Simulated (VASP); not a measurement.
Here is a VASP 6.6.1 calculation.

File INCAR:

```
  PREC = Accurate
  ENCUT = 500
  EDIFF = 1E-7
  ISMEAR = 0
  SIGMA = 0.05
  LREAL = F
  LASPH = T
  NELM = 120
  ALGO = Normal
  ISIF = 8
  LWAVE = F
  LCHARG = F
  GGA = PE
  IBRION = 2
  NSW = 80
  EDIFFG = -0.03
  GGA_COMPAT = F
  NELMIN = 4
```

File KPOINTS:

```
Automatic mesh
0
Gamma
  6 6 6
```

File POSCAR:

```
Al
1.0
    4.0500000000      0.0000000000      0.0000000000
    0.0000000000      4.0500000000      0.0000000000
    0.0000000000      0.0000000000      4.0500000000
Al
4
Direct
    0.0000000000      0.0000000000      0.0000000000
    0.0000000000      0.5000000000      0.5000000000
    0.5000000000      0.0000000000      0.5000000000
    0.5000000000      0.5000000000      0.0000000000
```

Potentials or basis: VASP PAW PBE potentials, release 64 (Al).

Run with:

```sh
$ cat potpaw_PBE.64/Al/POTCAR > POTCAR
$ mpirun -np 1 vasp_std > vasp.out
```

Task: What does it give for the band gap on the k mesh?

Result: Zero (band 6 reaches 9.17 eV, above the bottom of band 7 at 3.56 eV).

Final structure:
```
CELL_PARAMETERS angstrom
4.05000 0.00000 0.00000
0.00000 4.05000 0.00000
0.00000 0.00000 4.05000
ATOMIC_POSITIONS crystal
Al 0.00000 0.00000 0.00000
Al 0.00000 0.50000 0.50000
Al 0.50000 0.00000 0.50000
Al 0.50000 0.50000 0.00000
```

Caveat: the relaxation stopped at its first step, so nothing moved.
